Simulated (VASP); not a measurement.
# BaRu (P6_3mc) in VASP: a series of runs, part 2 of 2

VASP 6.6.1. The steps go on from the part before.

## (3) Single point, PBE

This run uses another cell than the first one, of 29.50 Å³/atom.

INCAR

```
  ALGO = Fast
  EDIFF = 1E-6
  ENCUT = 520
  GGA = PE
  ISIF = 2
  ISMEAR = 0
  LASPH = True
  LCHARG = False
  LREAL = False
  LWAVE = False
  NBANDS = 32
  NELM = 80
  PREC = Accurate
  SIGMA = 0.1
```

KPOINTS

```
k-points
0
Gamma
  12 12 8
```

POSCAR

```
BaRu
1.0
    4.4594305692      0.0000000000      0.0000000000
   -2.2297152846      3.8619801594      0.0000000000
    0.0000000000      0.0000000000      6.8509123758
Ba Ru
2 2
Direct
    0.3333333333      0.6666666667     -0.0278143414
    0.6666666667      0.3333333333      0.4721856586
    0.3333333333      0.6666666667      0.4099143414
    0.6666666667      0.3333333333      0.9099143414
```

Potentials or basis: VASP PAW PBE potentials, release 64 (Ba_sv, Ru_pv).

Run with:

```sh
$ cat potpaw_PBE.64/Ba_sv/POTCAR potpaw_PBE.64/Ru_pv/POTCAR > POTCAR
$ mpirun -np 1 vasp_std > vasp.out
```

OUTCAR:

```text
EDIFF = 1E-6
   ENCUT = 520
   GGA = PE
   ISIF = 2
   ISMEAR = 0
   LASPH = True
   LREAL = False
   NELM = 80
   PREC = Accurate

 ion  position               nearest neighbor table
   1  0.333  0.667  0.972-   4 2.61   4 2.61   4 2.61   3 3.00   3 3.85   2 4.29   2 4.29   2 4.29
                             2 4.29   2 4.29   2 4.29
   2  0.667  0.333  0.472-   3 2.61   3 2.61   3 2.61   4 3.00   4 3.85   1 4.29   1 4.29   1 4.29
                             1 4.29   1 4.29   1 4.29
   3  0.333  0.667  0.410-   2 2.61   2 2.61   2 2.61   1 3.00   1 3.85
   4  0.667  0.333  0.910-   1 2.61   1 2.61   1 2.61   2 3.00   2 3.85

  LATTYP: Found a hexagonal cell.
 ALAT       =     4.4594305692
 C/A-ratio  =     1.5362751521

  Lattice vectors:

 A1 = (   4.4594305692,   0.0000000000,   0.0000000000)
 A2 = (  -2.2297152846,   3.8619801594,   0.0000000000)
 A3 = (   0.0000000000,   0.0000000000,   6.8509123758)

Analysis of symmetry for initial positions (statically):
=====================================================================
 Subroutine PRICEL returns:
 Original cell was already a primitive cell.

 Routine SETGRP: Setting up the symmetry group for a
 hexagonal supercell.

 Subroutine GETGRP returns: Found 12 space group operations
 (whereof  6 operations were pure point group operations)
 out of a pool of 24 trial point group operations.

The static configuration has the point symmetry C_3v.
 The point group associated with its full space group is C_6v.

Analysis of symmetry for dynamics (positions and initial velocities):
=====================================================================
 Subroutine PRICEL returns:
 Original cell was already a primitive cell.

 Routine SETGRP: Setting up the symmetry group for a
 hexagonal supercell.

[... 125 lines left out ...]
   EFERMI_NEDOS =   21; number of points for ismear=-14 and -15
   IALGO  =     68    algorithm
   IMIX   =      4    mixing-type and parameters
     AMIX     =   0.40;   BMIX     =  1.00
     AMIX_MAG =   1.60;   BMIX_MAG =  1.00
  volume/ion in A,a.u.               =      29.50       199.06
  Fermi-wavevector in a.u.,A,eV,Ry     =   1.213042  2.292318 20.020588  1.471472
  Thomas-Fermi vector in A             =   2.348507
   LORBIT       =      0    0 simple, 1 ext, 2 COOP (PROOUT), +10 PAW based schemes
   GGA     = PE    functional components
   LHFCALC =     F    Hartree Fock is set to
   AEXX    =    0.0000 exact exchange contribution
   IVDW    =     0    specifies the selected vdW correction
   LEPSILON=     F    determine dielectric tensor
   LRPA    =     F    only Hartree local field effects (RPA)
 non-spin polarized calculation
 RMM-DIIS sequential band-by-band and
 Gauss-broadening in eV      SIGMA  =   0.10
  energy-cutoff  :      520.00
  volume of cell :      117.99
 maximum number of plane-waves:      3198
 NGX is ok and might be reduce to    36
   NGX = 17   NGY = 17   NGZ = 25

 number of electron      48.0000000 magnetization

 Free energy of the ion-electron system (eV)
  ---------------------------------------------------
  ext. energy  EPLUGINS =         0.00000000
  ---------------------------------------------------
  free energy    TOTEN  =       -15.11243979 eV

  energy without entropy =      -15.08935862  energy(sigma->0) =      -15.10089920

 E-fermi :   3.7980     XC(G=0):  -9.6554

 val. band max:        3.7886352623   @ k =   0.2500   0.0000   0.5000
 cond. band min:       3.8036120330   @ k =   0.2500   0.0833   0.3750
 fundamental gap:      0.0149767706
 Fermi energy:         3.7980428577

 k-point     1 :       0.0000    0.0000    0.0000
  band No.  band energies     occupation
      1     -37.3096      2.00000
      2     -37.3096      2.00000
      3     -37.3082      2.00000
      4     -37.3082      2.00000
      5     -37.0773      2.00000
      6     -37.0696      2.00000
[... 829 lines left out ...]
     31       8.2948      0.00000
     32       8.6542      0.00000

 [... further k-points ...]

------------------------ aborting loop because EDIFF is reached ----------------------------------------

  FORCE on cell =-STRESS in cart. coord.  units (eV):
  Direction    XX          YY          ZZ          XY          YZ          ZX
  --------------------------------------------------------------------------------------
  -------------------------------------------------------------------------------------
  Total        4.6292386      4.6292386      1.1279788      0.0000000      0.0000000      0.0000000
  in kB       62.8611460     62.8611460     15.3169978      0.0000000      0.0000000      0.0000000
  external PRESSURE =      47.0130966 kB  Pullay stress =       0.0000000 kB

 VOLUME and BASIS-vectors are now :
 -----------------------------------------------------------------------------
  energy-cutoff  :      520.00
  volume of cell :      117.99
      direct lattice vectors                 reciprocal lattice vectors
     4.459430569  0.000000000  0.000000000     0.224243877  0.129467263  0.000000000
    -2.229715285  3.861980159  0.000000000     0.000000000  0.258934525  0.000000000
     0.000000000  0.000000000  6.850912376     0.000000000  0.000000000  0.145965960

 POSITION                                       TOTAL-FORCE (eV/Angst)
 -----------------------------------------------------------------------------------
     -0.00000      2.57465      6.66036        -0.000000      0.000000      0.107488
      2.22972      1.28733      3.23490         0.000000      0.000000      0.107488
     -0.00000      2.57465      2.80829        -0.000000     -0.000000     -0.107488
      2.22972      1.28733      6.23374         0.000000     -0.000000     -0.107488
 -----------------------------------------------------------------------------------
    total drift:                               -0.000000      0.000000     -0.000706

  FREE ENERGIE OF THE ION-ELECTRON SYSTEM (eV)
  ---------------------------------------------------
  free  energy   TOTEN  =       -15.1124397857 eV

  energy  without entropy=      -15.0893586179  energy(sigma->0) =      -15.10089920
```

OSZICAR:

```text
N       E                     dE             d eps       ncg     rms          rms(c)
DAV:   1     0.446582231478E+03    0.44658E+03   -0.26297E+04  6720   0.141E+03
DAV:   2     0.557690962026E+01   -0.44101E+03   -0.42133E+03  7496   0.374E+02
DAV:   3    -0.152121444509E+02   -0.20789E+02   -0.19989E+02  8456   0.763E+01
DAV:   4    -0.160719156618E+02   -0.85977E+00   -0.85796E+00  8360   0.117E+01
DAV:   5    -0.160863801072E+02   -0.14464E-01   -0.14462E-01  7688   0.172E+00    0.149E+01
RMM:   6    -0.157398655544E+02    0.34651E+00   -0.62947E+00  6082   0.110E+01    0.142E+01
RMM:   7    -0.151617163593E+02    0.57815E+00   -0.16727E+00  6138   0.805E+00    0.660E+00
RMM:   8    -0.151126101369E+02    0.49106E-01   -0.19732E-01  6882   0.293E+00    0.709E-01
RMM:   9    -0.151112333729E+02    0.13768E-02   -0.64907E-02  8664   0.110E+00    0.241E-01
RMM:  10    -0.151120024275E+02   -0.76905E-03   -0.98761E-03  8496   0.418E-01    0.735E-02
RMM:  11    -0.151123305206E+02   -0.32809E-03   -0.30454E-03  9219   0.175E-01    0.412E-02
RMM:  12    -0.151124104760E+02   -0.79955E-04   -0.57347E-04  9339   0.919E-02    0.251E-02
RMM:  13    -0.151124327751E+02   -0.22299E-04   -0.21185E-04  9611   0.515E-02    0.168E-02
RMM:  14    -0.151124365791E+02   -0.38039E-05   -0.55852E-05  8893   0.334E-02    0.532E-03
RMM:  15    -0.151124389446E+02   -0.23655E-05   -0.22685E-05  7846   0.178E-02    0.342E-03
RMM:  16    -0.151124397857E+02   -0.84109E-06   -0.60386E-06  6480   0.909E-03
   1 F= -.15112440E+02 E0= -.15100899E+02  d E =-.230812E-01
```

Wall time 8.3 min (1 thread of Intel Xeon Platinum 8259CL at 2.50GHz (Skylake/Cascade Lake), shared host); peak memory 0.47 GiB.

What came out:

- Free energy: -15.1124 eV
- Pressure: 4.7 GPa
- Largest force: 0.107 eV/Å
- Band gap on the k mesh: zero (bands 24 and 25 overlap by 0.38 eV)

Forces on the atoms (eV/Å):
```
Ba   0.000  0.000  0.107
Ba   0.000  0.000  0.107
Ru   0.000  0.000 -0.107
Ru   0.000  0.000 -0.107
```

Caveat: the cell stands under pressure; spin-orbit coupling is left out, which moves the levels of the heavy elements.
